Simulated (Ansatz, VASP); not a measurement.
# One calculation of AlN, two programs

```
Al N
1.0
     0.00000    2.01679    2.01679
     2.01679    0.00000    2.01679
     2.01679    2.01679    0.00000
Al N
1 1
Direct
  0.00000 0.00000 0.00000
  0.50000 0.50000 0.50000
```

Change from the starting cell: volume scaled by 1.06.

Alike in both runs: task single point; functional LDA; k mesh 10 × 10 × 10; occupations fermi-dirac, width 0.02 eV; no spin polarisation.

|  | VASP | Ansatz |
| --- | --- | --- |
| version | VASP 6.6.1 | Ansatz 0.2.0 |
| potentials or method | VASP PAW LDA potentials, release 64 (Al, N), cutoff 520 eV | all-electron LAPW, scalar-relativistic |

|  | VASP | Ansatz | Ansatz less VASP |
| --- | --- | --- | --- |
| gap on the k mesh at the Fermi level (eV) | 4.53 | 4.53 | -0.003 |
| pressure (GPa) | -3.9 | -4.5 | -0.52 |

LDA's correlation is that of Perdew and Zunger in VASP and of Perdew and Wang (1992) in Ansatz. Ansatz ran all-electron here, and VASP with PAW potentials.
